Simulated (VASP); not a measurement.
# Mg (Fm-3m) in VASP: a series of runs

Mg is run at these levels: LDA; tasks: electric field gradients.

All numbers are computed with VASP 6.6.1; they aren't measurements. Logs are shortened: lines on timing, memory, paths and dates and some standing lists are left out, and cuts for length are marked.

### 1 The cell of the first run

The structure is cubic, space group Fm-3m (No. 225). The conventional cell has a = 4.489 Å, b = 4.489 Å, c = 4.489 Å, α = 90.00°, β = 90.00°, γ = 90.00°. Mg (site symmetry m-3m) has 12 Mg at 3.17 Å within 4.2 Å.

### 2 Electric field gradients, LDA

File INCAR:

```
ALGO = Normal
EDIFF = 1E-8
ENCUT = 520
GGA = CA
ISIF = 2
ISMEAR = -1
LASPH = True
LCHARG = False
LEFG = True
LREAL = False
LWAVE = False
NBANDS = 7
NELM = 80
PREC = Accurate
SIGMA = 0.03
```

File KPOINTS:

```
k-points
0
Gamma
  16 16 16
```

File POSCAR:

```
Mg
1.0
    0.0000000000      2.2442560000      2.2442560000
    2.2442560000      0.0000000000      2.2442560000
    2.2442560000      2.2442560000      0.0000000000
Mg
1
Direct
    0.0000000000      0.0000000000      0.0000000000
```

Potentials or basis: VASP PAW LDA potentials, release 64 (Mg).

On the command line:

```sh
> cat potpaw_LDA.64/Mg/POTCAR > POTCAR
> mpirun -np 1 vasp_std > vasp.out
```

OUTCAR:

```text
EDIFF = 1E-8
   ENCUT = 520
   GGA = CA
   ISIF = 2
   ISMEAR = -1
   LASPH = True
   LREAL = False
   NELM = 80
   PREC = Accurate

 ion  position               nearest neighbor table
   1  0.000  0.000  0.000-

  LATTYP: Found a face centered cubic cell.
 ALAT       =     4.4885120000

  Lattice vectors:

 A1 = (   0.0000000000,   2.2442560000,   2.2442560000)
 A2 = (   2.2442560000,   0.0000000000,   2.2442560000)
 A3 = (   2.2442560000,   2.2442560000,   0.0000000000)

Analysis of symmetry for initial positions (statically):
=====================================================================
 Subroutine PRICEL returns:
 Original cell was already a primitive cell.

 Routine SETGRP: Setting up the symmetry group for a
 face centered cubic supercell.

 Subroutine GETGRP returns: Found 48 space group operations
 (whereof 48 operations were pure point group operations)
 out of a pool of 48 trial point group operations.

The static configuration has the point symmetry O_h .

Analysis of symmetry for dynamics (positions and initial velocities):
=====================================================================
 Subroutine PRICEL returns:
 Original cell was already a primitive cell.

 Routine SETGRP: Setting up the symmetry group for a
 face centered cubic supercell.

 Subroutine GETGRP returns: Found 48 space group operations
 (whereof 48 operations were pure point group operations)
 out of a pool of 48 trial point group operations.

The dynamic configuration has the point symmetry O_h .

 Subroutine INISYM returns: Found 48 space group operations
 (whereof 48 operations are pure point group operations),
 and found     1 'primitive' translations

----------------------------------------------------------------------------------------

                                     Primitive cell

  volume of cell :      22.6072

  direct lattice vectors                    reciprocal lattice vectors
     0.000000000  2.244256000  2.244256000    -0.222790983  0.222790983  0.222790983
     2.244256000  0.000000000  2.244256000     0.222790983 -0.222790983  0.222790983
     2.244256000  2.244256000  0.000000000     0.222790983  0.222790983 -0.222790983

  length of vectors
     3.173857273  3.173857273  3.173857273     0.385885302  0.385885302  0.385885302

  position of ions in fractional coordinates (direct lattice)
     0.000000000  0.000000000  0.000000000

  ion indices of the primitive-cell ions
   primitive index   ion index
                 1           1

----------------------------------------------------------------------------------------

 KPOINTS: k-points

Automatic generation of k-mesh.
 Grid dimensions read from file:
 generate k-points for:   16   16   16

 Generating k-lattice:

  Cartesian coordinates                     Fractional coordinates (reciprocal lattice)
    -0.013924436  0.013924436  0.013924436     0.062500000  0.000000000  0.000000000
     0.013924436 -0.013924436  0.013924436     0.000000000  0.062500000  0.000000000
     0.013924436  0.013924436 -0.013924436     0.000000000  0.000000000  0.062500000

  Length of vectors
     0.024117831  0.024117831  0.024117831

  Shift w.r.t. Gamma in fractional coordinates (k-lattice)
     0.000000000  0.000000000  0.000000000

 Subroutine IBZKPT returns following result:
 ===========================================

 Found    145 irreducible k-points:

 Following reciprocal coordinates:
            Coordinates               Weight
  0.000000  0.000000  0.000000      1.000000
  0.062500  0.000000  0.000000      8.000000
  0.125000  0.000000  0.000000      8.000000
  0.187500  0.000000  0.000000      8.000000
  0.250000  0.000000  0.000000      8.000000
  0.312500  0.000000  0.000000      8.000000
[... 16 lines left out ...]
 -0.125000  0.062500  0.000000     24.000000
 -0.062500  0.062500  0.000000     12.000000
 [... further k-points ...]
   k-points           NKPTS =    145   k-points in BZ     NKDIM =    145   number of bands    NBANDS=      7
   number of dos      NEDOS =    301   number of ions     NIONS =      1
   total plane-waves  NPLWV =  13824
   dimension x,y,z NGX =    24 NGY =   24 NGZ =   24
   dimension x,y,z NGXF=    48 NGYF=   48 NGZF=   48
   ions per type =               1
   NGX,Y,Z   is equivalent  to a cutoff of  12.57, 12.57, 12.57 a.u.
   NGXF,Y,Z  is equivalent  to a cutoff of  25.14, 25.14, 25.14 a.u.
 SYSTEM =  unknown system
   PREC   = accura    normal or accurate (medium, high low for compatibility)
   ISTART =      0    job   : 0-new  1-cont  2-samecut
   ICHARG =      2    charge: 1-file 2-atom 10-const
   ISPIN  =      1    spin polarized calculation?
   LNONCOLLINEAR =      F non collinear calculations
   LSORBIT =      F    spin-orbit coupling
   LASPH  =      T    aspherical Exc in radial PAW
   ENCUT  =  520.0 eV  38.22 Ry    6.18 a.u.   5.90  5.90  5.90*2*pi/ulx,y,z
   NELM   =     80;   NELMIN=  2; NELMDL= -5     # of ELM steps
   EDIFF  = 0.1E-07   stopping-criterion for ELM
   LREAL  =      F    real-space projection
   EDIFFG = 0.1E-06   stopping-criterion for IOM
   NSW    =      0    number of steps for IOM
   IBRION =     -1    ionic relax: 0-MD 1-quasi-New 2-CG
   NFREE  =      0    steps in history (QN), initial steepest desc. (CG)
   ISIF   =      2    stress and relaxation
   ISYM   =      2    0-nonsym 1-usesym 2-fastsym
   POTIM  = 0.5000    time-step for ionic-motion
   TEBEG  =    0.0;   TEEND  =   0.0 temperature during run
   PSTRESS=    0.0 pullay stress
   NELECT =       2.0000    total number of electrons
   NUPDOWN=      -1.0000    fix difference up-down
   EMIN   =  10.00;   EMAX   =-10.00  energy-range for DOS
   EFERMI =   0.00;   METHOD = LEGACY
   ISMEAR =    -1;   SIGMA  =   0.03  broadening in eV -4-tet -1-fermi 0-gaus
   EFERMI_NEDOS =   21; number of points for ismear=-14 and -15
   IALGO  =     38    algorithm
   IMIX   =      4    mixing-type and parameters
     AMIX     =   0.40;   BMIX     =  1.00
     AMIX_MAG =   1.60;   BMIX_MAG =  1.00
  volume/ion in A,a.u.               =      22.61       152.56
  Fermi-wavevector in a.u.,A,eV,Ry     =   0.729462  1.378483  7.239854  0.532114
  Thomas-Fermi vector in A             =   1.821189
   LORBIT       =      0    0 simple, 1 ext, 2 COOP (PROOUT), +10 PAW based schemes
   GGA     = CA    functional components
   LHFCALC =     F    Hartree Fock is set to
   AEXX    =    0.0000 exact exchange contribution
   IVDW    =     0    specifies the selected vdW correction
   LEPSILON=     F    determine dielectric tensor
   LRPA    =     F    only Hartree local field effects (RPA)
 non-spin polarized calculation
  energy-cutoff  :      520.00
  volume of cell :       22.61
 maximum number of plane-waves:       620
   NGX = 11   NGY = 11   NGZ = 11

 number of electron       2.0000000 magnetization

 Free energy of the ion-electron system (eV)
  ---------------------------------------------------
  ext. energy  EPLUGINS =         0.00000000
  ---------------------------------------------------
  free energy    TOTEN  =        -1.78995763 eV

  energy without entropy =       -1.78827254  energy(sigma->0) =       -1.78911509

 E-fermi :   2.5230     XC(G=0):  -8.7296

 val. band max:        2.4774785775   @ k =  -0.3750   0.1875   0.0625
 cond. band min:       2.5317472888   @ k =  -0.3750   0.4375   0.1250
 fundamental gap:      0.0542687113
 Fermi energy:         2.5230390333

 k-point     1 :       0.0000    0.0000    0.0000
  band No.  band energies     occupation
      1      -4.4367      2.00000
      2      14.9366      0.00000
      3      14.9366      0.00000
      4      14.9366      0.00000
      5      16.8140      0.00000
      6      16.8140      0.00000
      7      16.8140      0.00000

 k-point     2 :       0.0625    0.0000    0.0000
  band No.  band energies     occupation
      1      -4.3490      2.00000
      2      13.5462      0.00000
      3      14.7240      0.00000
      4      14.7240      0.00000
      5      16.9409      0.00000
      6      17.1728      0.00000
      7      17.1728      0.00000

 k-point     3 :       0.1250    0.0000    0.0000
  band No.  band energies     occupation
      1      -4.0866      2.00000
      2      11.4913      0.00000
      3      14.3360      0.00000
      4      14.3360      0.00000
      5      16.7077      0.00000
      6      17.9917      0.00000
      7      17.9917      0.00000

 k-point     4 :       0.1875    0.0000    0.0000
  band No.  band energies     occupation
      1      -3.6508      2.00000
      2       9.4525      0.00000
      3      13.9923      0.00000
      4      13.9923      0.00000
      5      16.4254      0.00000
      6      18.0026      0.00000
      7      18.0026      0.00000

 k-point     5 :       0.2500    0.0000    0.0000
  band No.  band energies     occupation
      1      -3.0441      2.00000
      2       7.5088      0.00000
      3      13.7553      0.00000
      4      13.7553      0.00000
      5      16.2050      0.00000
      6      16.9979      0.00000
      7      16.9979      0.00000

 k-point     6 :       0.3125    0.0000    0.0000
  band No.  band energies     occupation
      1      -2.2698      2.00000
      2       5.6855      0.00000
      3      13.6417      0.00000
      4      13.6417      0.00000
      5      16.0956      0.00000
      6      16.1168      0.00000
      7      16.1168      0.00000

 k-point     7 :       0.3750    0.0000    0.0000
  band No.  band energies     occupation
      1      -1.3322      2.00000
      2       3.9955      0.00000
      3      13.6525      0.00000
      4      13.6525      0.00000
      5      15.3876      0.00000
      6      15.3876      0.00000
      7      16.1100      0.00000
[... 121 lines left out ...]
 k-point    20 :      -0.3125    0.0625    0.0000
  band No.  band energies     occupation
      1      -1.8993      2.00000
      2       5.1742      0.00000
      3      12.0125      0.00000
      4      14.5262      0.00000
      5      15.0844      0.00000
      6      15.9856      0.00000
      7      16.8971      0.00000

 k-point    21 :      -0.2500    0.0625    0.0000
  band No.  band energies     occupation
      1      -2.7279      2.00000
      2       6.9482      0.00000
      3      12.0933      0.00000
      4      14.7720      0.00000
      5      15.7334      0.00000
      6      16.6592      0.00000
      7      17.1143      0.00000

 k-point    22 :      -0.1875    0.0625    0.0000
  band No.  band energies     occupation
      1      -3.3903      2.00000
      2       8.8402      0.00000
      3      12.3226      0.00000
      4      14.9582      0.00000
      5      16.6939      0.00000
      6      16.9711      0.00000
      7      17.9203      0.00000

 k-point    23 :      -0.1250    0.0625    0.0000
  band No.  band energies     occupation
      1      -3.8830      2.00000
      2      10.8106      0.00000
      3      12.7122      0.00000
      4      15.1604      0.00000
      5      17.2056      0.00000
      6      17.5222      0.00000
      7      17.8184      0.00000

 k-point    24 :      -0.0625    0.0625    0.0000
  band No.  band energies     occupation
      1      -4.2031      2.00000
      2      12.6290      0.00000
      3      13.4131      0.00000
      4      15.1632      0.00000
      5      16.9827      0.00000
      6      17.2638      0.00000
      7      17.8366      0.00000

 [... further k-points ...]
[... 5 lines left out ...]
  --------------------------------------------------------------------------------------
  -------------------------------------------------------------------------------------
  Total       -0.2339384     -0.2339384     -0.2339384      0.0000000      0.0000000      0.0000000
  in kB      -16.5792491    -16.5792491    -16.5792491      0.0000000      0.0000000      0.0000000
  external PRESSURE =     -16.5792491 kB  Pullay stress =       0.0000000 kB

 VOLUME and BASIS-vectors are now :
 -----------------------------------------------------------------------------
  energy-cutoff  :      520.00
  volume of cell :       22.61
      direct lattice vectors                 reciprocal lattice vectors
     0.000000000  2.244256000  2.244256000    -0.222790983  0.222790983  0.222790983
     2.244256000  0.000000000  2.244256000     0.222790983 -0.222790983  0.222790983
     2.244256000  2.244256000  0.000000000     0.222790983  0.222790983 -0.222790983

 POSITION                                       TOTAL-FORCE (eV/Angst)
 -----------------------------------------------------------------------------------
      0.00000      0.00000      0.00000         0.000000      0.000000      0.000000
 -----------------------------------------------------------------------------------
    total drift:                                0.000000     -0.000000     -0.000000

  FREE ENERGIE OF THE ION-ELECTRON SYSTEM (eV)
  ---------------------------------------------------
  free  energy   TOTEN  =        -1.7899576320 eV

  energy  without entropy=       -1.7882725427  energy(sigma->0) =       -1.78911509

 Electric field gradients (V/A^2)
---------------------------------------------------------------------
 ion       V_xx      V_yy      V_zz      V_xy      V_xz      V_yz
---------------------------------------------------------------------
   1      -0.000     0.000     0.000     0.000     0.000     0.000
---------------------------------------------------------------------

 Electric field gradients after diagonalization (V/A^2)
 (convention: |V_zz| > |V_xx| > |V_yy|)
----------------------------------------------------------------------
 ion       V_xx      V_yy      V_zz     asymmetry (V_yy - V_xx)/ V_zz
----------------------------------------------------------------------
   1      -0.000    -0.000     0.000       0.000
----------------------------------------------------------------------

           NMR quadrupolar parameters

 Cq : quadrupolar parameter    Cq=e*Q*V_zz/h
 eta: asymmetry parameters     (V_yy - V_xx)/ V_zz
 Q  : nuclear electric quadrupole moment in mb (millibarn)
----------------------------------------------------------------------
 ion       Cq(MHz)       eta       Q (mb)
----------------------------------------------------------------------
   1       0.000       0.000       1.000
----------------------------------------------------------------------
```

Wall time 7.2 s (1 thread of Intel Xeon Platinum 8375C at 2.90GHz (Ice Lake), shared host); peak memory 0.14 GiB.

Results:

```yaml
Free_energy: -1.7900 eV
Pressure: -1.7 GPa
Band_gap_on_the_k_mesh: zero (band 1 reaches 4.00 eV, above the bottom of band 2 at 1.22 eV)
```

Caveat: without QUAD_EFG the Cq values of the log hold for a quadrupole moment of 1 mb, not for the nuclei.

(Part 1 of 2 ends here.)
